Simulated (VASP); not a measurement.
# AlCo (WC type) (P-6m2) in VASP: single point with PBE

Aim: the single point of AlCo (WC type) with PBE.

All numbers are computed with VASP 6.6.1; they aren't measurements. Logs are shortened: lines on timing, memory, paths and dates and some standing lists are left out, and cuts for length are marked.

## (1) The cell of the first run

Symmetry: P-6m2, No. 187, hexagonal system. Conventional cell: a = 2.604 Å, b = 2.604 Å, c = 3.685 Å, α = 90.00°, β = 90.00°, γ = 120.00°. Co (site symmetry -6m2) has 6 Al at 2.38 Å and 6 Co at 2.60 Å within 3.1 Å. Within 3.1 Å of Al (site symmetry -6m2) lie 6 Co at 2.38 Å and 6 Al at 2.60 Å.

## (2) Single point, PBE

File INCAR:

```
PREC = Accurate
ENCUT = 690
EDIFF = 1E-6
ISMEAR = -1
SIGMA = 0.08
LREAL = F
LASPH = T
NELM = 120
ALGO = Normal
ISIF = 2
LWAVE = F
LCHARG = T
GGA = PE
LELF = T
LVHAR = T
NBANDS = 17
GGA_COMPAT = F
```

File KPOINTS:

```
Automatic mesh
0
Gamma
  15 15 13
```

File POSCAR:

```
AlCo
1.0
    2.6037275395      0.0000000000      0.0000000000
   -1.3018637698      2.2548941938      0.0000000000
    0.0000000000      0.0000000000      3.6850986673
Co Al
1 1
Direct
    0.0000000000      0.0000000000      0.0000000000
    0.3333333333      0.6666666667      0.5000000000
```

Potentials or basis: VASP PAW PBE potentials, release 64 (Co_sv, Al).

On the command line:

```bash
$ cat potpaw_PBE.64/Co_sv/POTCAR potpaw_PBE.64/Al/POTCAR > POTCAR
$ mpirun -np 1 vasp_std > vasp.out
```

OUTCAR:

```text
PREC = Accurate
   ENCUT = 690
   EDIFF = 1E-6
   ISMEAR = -1
   LREAL = F
   LASPH = T
   NELM = 120
   ISIF = 2
   GGA = PE

 ion  position               nearest neighbor table
   1  0.000  0.000  0.000-   2 2.38   2 2.38   2 2.38   2 2.38   2 2.38   2 2.38
   2  0.333  0.667  0.500-   1 2.38   1 2.38   1 2.38   1 2.38   1 2.38   1 2.38

  LATTYP: Found a hexagonal cell.
 ALAT       =     2.6037275395
 C/A-ratio  =     1.4153165458

  Lattice vectors:

 A1 = (   2.6037275395,   0.0000000000,   0.0000000000)
 A2 = (  -1.3018637698,   2.2548941938,   0.0000000000)
 A3 = (   0.0000000000,   0.0000000000,   3.6850986673)

Analysis of symmetry for initial positions (statically):
=====================================================================
 Subroutine PRICEL returns:
 Original cell was already a primitive cell.

 Routine SETGRP: Setting up the symmetry group for a
 hexagonal supercell.

 Subroutine GETGRP returns: Found 12 space group operations
 (whereof 12 operations were pure point group operations)
 out of a pool of 24 trial point group operations.

The static configuration has the point symmetry D_3h.

Analysis of symmetry for dynamics (positions and initial velocities):
=====================================================================
 Subroutine PRICEL returns:
 Original cell was already a primitive cell.

 Routine SETGRP: Setting up the symmetry group for a
 hexagonal supercell.

 Subroutine GETGRP returns: Found 12 space group operations
 (whereof 12 operations were pure point group operations)
 out of a pool of 24 trial point group operations.

The dynamic configuration has the point symmetry D_3h.

 Subroutine INISYM returns: Found 12 space group operations
 (whereof 12 operations are pure point group operations),
 and found     1 'primitive' translations

----------------------------------------------------------------------------------------

                                     Primitive cell

  volume of cell :      21.6357

  direct lattice vectors                    reciprocal lattice vectors
     2.603727539  0.000000000  0.000000000     0.384064763  0.221739894  0.000000000
    -1.301863770  2.254894194  0.000000000     0.000000000  0.443479788  0.000000000
     0.000000000  0.000000000  3.685098667     0.000000000  0.000000000  0.271363155

  length of vectors
     2.603727539  2.603727540  3.685098667     0.443479788  0.443479788  0.271363155

  position of ions in fractional coordinates (direct lattice)
     0.000000000  0.000000000  0.000000000
     0.333333333  0.666666667  0.500000000

  ion indices of the primitive-cell ions
   primitive index   ion index
                 1           1
                 2           2

----------------------------------------------------------------------------------------

 KPOINTS: Automatic mesh

Automatic generation of k-mesh.
 Grid dimensions read from file:
 generate k-points for:   15   15   13

 Generating k-lattice:

  Cartesian coordinates                     Fractional coordinates (reciprocal lattice)
     0.025604318  0.014782660  0.000000000     0.066666667  0.000000000  0.000000000
     0.000000000  0.029565319  0.000000000     0.000000000  0.066666667  0.000000000
     0.000000000  0.000000000  0.020874089     0.000000000  0.000000000  0.076923077

  Length of vectors
     0.029565319  0.029565319  0.020874089

  Shift w.r.t. Gamma in fractional coordinates (k-lattice)
     0.000000000  0.000000000  0.000000000

 Subroutine IBZKPT returns following result:
 ===========================================

 Found    189 irreducible k-points:

 Following reciprocal coordinates:
            Coordinates               Weight
  0.000000  0.000000  0.000000      1.000000
  0.066667  0.000000  0.000000      6.000000
  0.133333 -0.000000  0.000000      6.000000
  0.200000  0.000000  0.000000      6.000000
  0.266667 -0.000000  0.000000      6.000000
  0.333333  0.000000  0.000000      6.000000
[... 16 lines left out ...]
  0.333333  0.200000  0.000000     12.000000
  0.400000  0.200000  0.000000      6.000000
 [... further k-points ...]
   k-points           NKPTS =    189   k-points in BZ     NKDIM =    189   number of bands    NBANDS=     17
   number of dos      NEDOS =    301   number of ions     NIONS =      2
   total plane-waves  NPLWV =  18432
   dimension x,y,z NGX =    24 NGY =   24 NGZ =   32
   dimension x,y,z NGXF=    48 NGYF=   48 NGZF=   64
   ions per type =               1   1
   NGX,Y,Z   is equivalent  to a cutoff of  15.32, 15.32, 14.44 a.u.
   NGXF,Y,Z  is equivalent  to a cutoff of  30.65, 30.65, 28.87 a.u.
 SYSTEM =  unknown system
   PREC   = accura    normal or accurate (medium, high low for compatibility)
   ISTART =      0    job   : 0-new  1-cont  2-samecut
   ICHARG =      2    charge: 1-file 2-atom 10-const
   ISPIN  =      1    spin polarized calculation?
   LNONCOLLINEAR =      F non collinear calculations
   LSORBIT =      F    spin-orbit coupling
   LASPH  =      T    aspherical Exc in radial PAW
   ENCUT  =  690.0 eV  50.71 Ry    7.12 a.u.   5.58  5.58  7.89*2*pi/ulx,y,z
   NELM   =    120;   NELMIN=  2; NELMDL= -5     # of ELM steps
   EDIFF  = 0.1E-05   stopping-criterion for ELM
   LREAL  =      F    real-space projection
   EDIFFG = 0.1E-04   stopping-criterion for IOM
   NSW    =      0    number of steps for IOM
   IBRION =     -1    ionic relax: 0-MD 1-quasi-New 2-CG
   NFREE  =      0    steps in history (QN), initial steepest desc. (CG)
   ISIF   =      2    stress and relaxation
   ISYM   =      2    0-nonsym 1-usesym 2-fastsym
   POTIM  = 0.5000    time-step for ionic-motion
   TEBEG  =    0.0;   TEEND  =   0.0 temperature during run
   PSTRESS=    0.0 pullay stress
   NELECT =      20.0000    total number of electrons
   NUPDOWN=      -1.0000    fix difference up-down
   EMIN   =  10.00;   EMAX   =-10.00  energy-range for DOS
   EFERMI =   0.00;   METHOD = LEGACY
   ISMEAR =    -1;   SIGMA  =   0.08  broadening in eV -4-tet -1-fermi 0-gaus
   EFERMI_NEDOS =   21; number of points for ismear=-14 and -15
   IALGO  =     38    algorithm
   IMIX   =      4    mixing-type and parameters
     AMIX     =   0.40;   BMIX     =  1.00
     AMIX_MAG =   1.60;   BMIX_MAG =  1.00
  volume/ion in A,a.u.               =      10.82        73.00
  Fermi-wavevector in a.u.,A,eV,Ry     =   1.594757  3.013654 34.603021  2.543250
  Thomas-Fermi vector in A             =   2.692782
   LORBIT       =      0    0 simple, 1 ext, 2 COOP (PROOUT), +10 PAW based schemes
   GGA     = PE    functional components
   LHFCALC =     F    Hartree Fock is set to
   AEXX    =    0.0000 exact exchange contribution
   IVDW    =     0    specifies the selected vdW correction
   LEPSILON=     F    determine dielectric tensor
   LRPA    =     F    only Hartree local field effects (RPA)
 non-spin polarized calculation
  energy-cutoff  :      690.00
  volume of cell :       21.64
 maximum number of plane-waves:       916
 NGX is ok and might be reduce to    24
   NGX = 11   NGY = 11   NGZ = 15

 number of electron      20.0000025 magnetization

 Free energy of the ion-electron system (eV)
  ---------------------------------------------------
  ext. energy  EPLUGINS =         0.00000000
  ---------------------------------------------------
  free energy    TOTEN  =       -11.32458107 eV

  energy without entropy =      -11.28808569  energy(sigma->0) =      -11.30633338

 E-fermi :  12.2265     XC(G=0): -12.8412

 val. band max:       12.2020822169   @ k =   0.3333   0.0667   0.4615
 cond. band min:      12.2271751277   @ k =   0.2667   0.2000   0.3077
 fundamental gap:      0.0250929108
 Fermi energy:        12.2265120429

 k-point     1 :       0.0000    0.0000    0.0000
  band No.  band energies     occupation
      1     -82.5118      2.00000
      2     -45.7749      2.00000
      3     -45.7749      2.00000
      4     -45.7257      2.00000
      5       0.6384      2.00000
      6       8.4110      2.00000
[... 9 lines left out ...]
     16      29.1896      0.00000
     17      29.8812      0.00000

 k-point     2 :       0.0667    0.0000    0.0000
  band No.  band energies     occupation
      1     -82.5109      2.00000
      2     -45.7818      2.00000
      3     -45.7766      2.00000
      4     -45.7248      2.00000
      5       0.7701      2.00000
      6       8.4937      2.00000
[... 9 lines left out ...]
     16      29.9851      0.00000
     17      31.4497      0.00000

 k-point     3 :       0.1333   -0.0000    0.0000
  band No.  band energies     occupation
      1     -82.5084      2.00000
      2     -45.8012      2.00000
      3     -45.7813      2.00000
      4     -45.7221      2.00000
      5       1.1623      2.00000
      6       8.7205      2.00000
[... 9 lines left out ...]
     16      30.8608      0.00000
     17      31.5767      0.00000

 k-point     4 :       0.2000    0.0000    0.0000
  band No.  band energies     occupation
      1     -82.5047      2.00000
      2     -45.8298      2.00000
      3     -45.7883      2.00000
      4     -45.7180      2.00000
      5       1.8054      2.00000
      6       9.0147      2.00000
[... 9 lines left out ...]
     16      28.6316      0.00000
     17      32.9824      0.00000

 k-point     5 :       0.2667   -0.0000    0.0000
  band No.  band energies     occupation
      1     -82.5004      2.00000
      2     -45.8628      2.00000
      3     -45.7962      2.00000
      4     -45.7134      2.00000
      5       2.6821      2.00000
      6       9.2075      2.00000
[... 9 lines left out ...]
     16      26.4905      0.00000
     17      31.3920      0.00000

 k-point     6 :       0.3333    0.0000    0.0000
  band No.  band energies     occupation
      1     -82.4963      2.00000
      2     -45.8941      2.00000
      3     -45.8038      2.00000
      4     -45.7090      2.00000
      5       3.7635      2.00000
      6       9.1436      2.00000
[... 9 lines left out ...]
     16      24.8821      0.00000
     17      29.4552      0.00000

 k-point     7 :       0.4000    0.0000    0.0000
  band No.  band energies     occupation
      1     -82.4931      2.00000
      2     -45.9184      2.00000
      3     -45.8098      2.00000
      4     -45.7057      2.00000
      5       4.9923      2.00000
      6       8.8667      2.00000
[... 9 lines left out ...]
     16      24.0927      0.00000
     17      27.9847      0.00000

 k-point     8 :       0.4667    0.0000    0.0000
  band No.  band energies     occupation
      1     -82.4914      2.00000
      2     -45.9318      2.00000
      3     -45.8133      2.00000
      4     -45.7038      2.00000
      5       6.1763      2.00000
      6       8.1977      2.00000
[... 9 lines left out ...]
     16      23.4632      0.00000
     17      27.2295      0.00000
[... 203 lines left out ...]
      1     -82.4921      2.00000
      2     -45.9130      2.00000
      3     -45.8250      2.00000
      4     -45.7046      2.00000
      5       5.3329      2.00000
      6       8.9556      2.00000
[... 9 lines left out ...]
     16      25.5984      0.00000
     17      27.7314      0.00000

 k-point    20 :       0.4000    0.1333    0.0000
  band No.  band energies     occupation
      1     -82.4905      2.00000
      2     -45.9236      2.00000
      3     -45.8295      2.00000
      4     -45.7030      2.00000
      5       6.5064      2.00000
      6       8.3376      2.00000
[... 9 lines left out ...]
     16      24.3730      0.00000
     17      27.4854      0.00000

 k-point    21 :       0.2000    0.2000    0.0000
  band No.  band energies     occupation
      1     -82.4953      2.00000
      2     -45.8872      2.00000
      3     -45.8203      2.00000
      4     -45.7080      2.00000
      5       4.0077      2.00000
      6       9.3062      2.00000
[... 9 lines left out ...]
     16      27.1944      0.00000
     17      28.6007      0.00000

 k-point    22 :       0.2667    0.2000    0.0000
  band No.  band energies     occupation
      1     -82.4923      2.00000
      2     -45.9023      2.00000
      3     -45.8341      2.00000
      4     -45.7048      2.00000
      5       5.1369      2.00000
      6       9.1469      2.00000
[... 9 lines left out ...]
     16      26.1026      0.00000
     17      26.9877      0.00000

 k-point    23 :       0.3333    0.2000    0.0000
  band No.  band energies     occupation
      1     -82.4903      2.00000
      2     -45.9117      2.00000
      3     -45.8443      2.00000
      4     -45.7027      2.00000
      5       6.3484      2.00000
      6       8.7930      2.00000
[... 9 lines left out ...]
     16      25.3095      0.00000
     17      25.6430      0.00000

 k-point    24 :       0.4000    0.2000    0.0000
  band No.  band energies     occupation
      1     -82.4895      2.00000
      2     -45.9148      2.00000
      3     -45.8479      2.00000
      4     -45.7018      2.00000
      5       7.1780      2.00000
      6       8.2779      2.00000
[... 9 lines left out ...]
     16      24.4568      0.00000
     17      25.5096      0.00000

 [... further k-points ...]
[... 5 lines left out ...]
  --------------------------------------------------------------------------------------
  -------------------------------------------------------------------------------------
  Total        3.2901465      3.2901465      3.2885291     -0.0000000     -0.0000000      0.0000000
  in kB      243.6435948    243.6435948    243.5238226     -0.0000000     -0.0000000      0.0000000
  external PRESSURE =     243.6036707 kB  Pullay stress =       0.0000000 kB

 VOLUME and BASIS-vectors are now :
 -----------------------------------------------------------------------------
  energy-cutoff  :      690.00
  volume of cell :       21.64
      direct lattice vectors                 reciprocal lattice vectors
     2.603727539  0.000000000  0.000000000     0.384064763  0.221739894  0.000000000
    -1.301863770  2.254894194  0.000000000     0.000000000  0.443479788  0.000000000
     0.000000000  0.000000000  3.685098667     0.000000000  0.000000000  0.271363155

 POSITION                                       TOTAL-FORCE (eV/Angst)
 -----------------------------------------------------------------------------------
      0.00000      0.00000      0.00000         0.000000     -0.000000      0.000000
     -0.00000      1.50326      1.84255        -0.000000      0.000000      0.000000
 -----------------------------------------------------------------------------------
    total drift:                                0.000000     -0.000000      0.000000

  FREE ENERGIE OF THE ION-ELECTRON SYSTEM (eV)
  ---------------------------------------------------
  free  energy   TOTEN  =       -11.3245810696 eV

  energy  without entropy=      -11.2880856900  energy(sigma->0) =      -11.30633338
```

It took 48 s on 1 thread of AMD EPYC 9R45 (Zen 5), shared host; peak memory 0.2 GiB.

Results:

| Quantity | Value |
| --- | --- |
| Free energy | -11.3246 eV |
| Pressure | 24.4 GPa |
| Band gap on the k mesh | zero (bands 10 and 11 overlap by 1.89 eV) |

Caveat: the cell stands under pressure; the run has no spin polarisation, though such a crystal can be magnetic. Spin polarisation is off, so any magnetic state and its effect on volume and gap are missing.

The gap in the log of VASP goes by the Fermi energy; the results here count the filled bands.